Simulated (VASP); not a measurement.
A run of VASP 6.6.1:

Contents of INCAR:

```
ALGO = Normal ; EDIFF = 1E-6
ENCUT = 520 ; GGA = PE
ISIF = 2 ; ISMEAR = 0
ISPIN = 2 ; LASPH = True
LCHARG = False ; LMAXMIX = 4
LORBIT = 11 ; LREAL = False
LWAVE = False ; MAGMOM = 1.57 0 0 0 0
NBANDS = 46 ; NELM = 150
PREC = Accurate ; SIGMA = 0.1
```

File KPOINTS:

```
k-points
0
Gamma
  8 8 8
```

POSCAR

```
TiGe4
1.0
    4.8905291104      0.0000000000      0.0000000000
    0.0000000000      4.8905291104      0.0000000000
    0.0000000000      0.0000000000      4.8905291104
Ti Ge
1 4
Direct
    0.5000000000      0.5000000000      0.5000000000
    0.5000000000      0.0000000000      0.0000000000
    0.0000000000      0.5000000000      0.0000000000
    0.0000000000      0.0000000000      0.5000000000
    0.0000000000      0.0000000000      0.0000000000
```

Potentials or basis: VASP PAW PBE potentials, release 64 (Ti_sv, Ge_d).

Run with:

```console
$ cat potpaw_PBE.64/Ti_sv/POTCAR potpaw_PBE.64/Ge_d/POTCAR > POTCAR
$ mpirun -np 1 vasp_std > vasp.out
```

Hardware: 1 thread of Intel Xeon 8259CL, on a shared host.

Task: How long does it take, and how much memory?

Result: Wall time 14 min on 1 thread of Intel Xeon 8259CL, with other jobs on the host, peak memory 0.42 GiB. Counts: scf iterations 20, k points 35.
